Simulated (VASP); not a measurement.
Wanted: the native input for a VASP 6.6.1 run.

* Task: single point
* Functional: PBE
* Potentials or basis: VASP PAW PBE potentials, release 64 (Ir)
* Cutoff: 520 eV
* k mesh: 18 × 18 × 2
* Occupations: gaussian, width 0.1 eV
* Spin: no spin polarisation
* Dipole correction: no
* Further INCAR settings: ALGO = Fast; EDIFF = 1e-07; NBANDS = 56

The structure of Ir lies in POSCAR:

```
Ir
1.0
    2.7379684560      0.0000000000      0.0000000000
   -1.3689842280      2.3711502376      0.0000000000
    0.0000000000      0.0000000000     22.3683016165
Ir
10
Direct
    0.0000000000      0.0000000000     -0.0003721592
    0.3333333333      0.6666666667      0.0994445516
    0.0000000000      0.0000000000      0.2006092440
    0.3333333333      0.6666666667      0.3003632243
    0.6666666667      0.3333333333      0.3999401643
    0.0000000000      0.0000000000      0.5000598357
    0.3333333333      0.6666666667      0.5996367757
    0.6666666667      0.3333333333      0.6993907560
    0.3333333333      0.6666666667      0.8005554484
    0.6666666667      0.3333333333      0.9003721592
```

The input as run:

INCAR

```
SYSTEM = Ir
ALGO     = Fast           ! electronic algorithm
EDIFF    = 1E-7           ! SCF threshold, eV
ENCUT    = 520            ! plane-wave cutoff, eV
GGA      = PE             ! functional
ISIF     = 2              ! what is computed and relaxed
ISMEAR   = 0              ! smearing method
LASPH    = .TRUE.         ! aspherical terms in the spheres
LCHARG   = .TRUE.         ! write CHGCAR
LELF     = .TRUE.         ! ELF
LREAL    = .FALSE.        ! projectors in reciprocal space
LVHAR    = .TRUE.       
LWAVE    = .FALSE.        ! write WAVECAR
NBANDS   = 56             ! bands
NELM     = 100            ! most SCF steps
PREC     = Accurate       ! precision mode
SIGMA    = 0.1            ! smearing width, eV
```

KPOINTS

```
k-points
0
G
  18 18 2
  0 0 0
```

Potentials or basis: VASP PAW PBE potentials, release 64 (Ir).

Run with:

```bash
$ cat potpaw_PBE.64/Ir/POTCAR > POTCAR
$ mpirun -np 1 vasp_std > vasp.out
```

Results of the run:

- Pressure: 0.5 GPa
- Largest force: 0.005 eV/Å
- Band gap on the k mesh: zero (band 45 reaches 10.99 eV, above the bottom of band 46 at 8.54 eV)

Caveat: spin-orbit coupling is left out, which moves the levels of the heavy elements.

It took 23 min on 1 thread of Intel(R) Xeon(R) Platinum 8488C (Sapphire Rapids), on a shared host, peak memory 0.52 GiB.
